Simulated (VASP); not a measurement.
Set up this calculation in VASP 6.6.1, as the native input.

- Task: relaxation of cell and atoms
- Functional: PBE
- Potentials or basis: VASP PAW PBE potentials, release 64 (In_d, P)
- Cutoff: 600 eV
- k mesh: 14 × 14 × 14
- Occupations: fermi-dirac, width 0.15 eV
- Spin: no spin polarisation
- Target pressure: 12 GPa
- Dipole correction: no
- Further INCAR settings: ALGO = Normal; EDIFF = 1e-06; IBRION = 2; EDIFFG = -0.001; NSW = 80; ISIF = 3

The structure of InP lies in POSCAR:

```
InP
1.0
    0.0000000000      2.7719816234      2.7719816234
    2.7719816234      0.0000000000      2.7719816234
    2.7719816234      2.7719816234      0.0000000000
In P
1 1
Direct
    0.0000000000      0.0000000000      0.0000000000
    0.5000000000      0.5000000000      0.5000000000
```

These files were run (other wordings do the same):

INCAR

```
SYSTEM = InP
PREC = Accurate
ENCUT = 600
EDIFF = 1E-6
ISMEAR = -1
SIGMA = 0.15
LREAL = .FALSE.
LASPH = .TRUE.
NELM = 80
ALGO = Normal
ISIF = 3
LWAVE = .FALSE.
LCHARG = .FALSE.
GGA = PE
IBRION = 2
NSW = 80
EDIFFG = -0.001
PSTRESS = 120.0
```

KPOINTS

```
regular mesh
0
G
  14 14 14
  0 0 0
```

Potentials or basis: VASP PAW PBE potentials, release 64 (In_d, P).

Launch:

```sh
$ cat potpaw_PBE.64/In_d/POTCAR potpaw_PBE.64/P/POTCAR > POTCAR
$ mpirun -np 1 vasp_std > vasp.out
```

Results of the run:

* Relaxed volume: 18.85 Å³/atom
* Relaxed cell: a = 3.763 Å, b = 3.763 Å, c = 3.763 Å, α = 60.00°, β = 60.00°, γ = 60.00°
* Space group after relaxing (to 0.05 Å): Fm-3m (No. 225)
* Energy change on relaxing (the enthalpy is what falls): +81.7 meV/atom
* Ionic steps: 7
* Pressure after relaxing: 12.0 GPa
* Band gap on the k mesh: zero (band 9 reaches 8.93 eV, above the bottom of band 10 at 6.23 eV)

Caveat: the cell is relaxed towards a set pressure, so the enthalpy falls and the energy may rise; spin-orbit coupling is left out, which moves the levels of the heavy elements.

Run time: 2.5 min on 1 thread of Intel(R) Xeon(R) 6975P-C (Granite Rapids) (shared host), peak memory 0.23 GiB.
